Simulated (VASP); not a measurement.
Crystal: AlGa7N8.

```
Al Ga N
1.0
     0.00000    0.00000   -5.16152
     3.17126    5.49279    0.00000
     3.17126   -5.49279    0.00000
Al Ga N
1 7 8
Direct
  0.00159 0.16667 0.33333
  0.00115 0.16725 0.83362
  0.00115 0.66638 0.33275
  0.00115 0.66638 0.83362
  0.50060 0.33254 0.66508
  0.50060 0.33254 0.16746
  0.50100 0.83333 0.66667
  0.50060 0.83492 0.16746
  0.63351 0.16667 0.33333
  0.62320 0.16723 0.83362
  0.62320 0.66638 0.33277
  0.62320 0.66638 0.83362
  0.12173 0.32995 0.65990
  0.12173 0.32995 0.17005
  0.12386 0.83333 0.66667
  0.12173 0.84010 0.17005
```

Base run:

| Quantity | Value |
| --- | --- |
| Program | VASP 6.6.1 |
| Functional | TB-mBJ |
| Potentials or basis | VASP PAW PBE potentials, release 64 (Al, Ga_d, N) |
| Cutoff | 520 eV |
| k mesh | 6 × 6 × 5 |
| Occupations | gaussian, width 0.03 eV |
| Spin | no spin polarisation |

Its results: band gap on the k mesh 3.36 eV.

The run is repeated on the same cell with these changes: functional from TB-mBJ to r2SCAN. What comes out?

Band gap on the k mesh 2.64 eV.
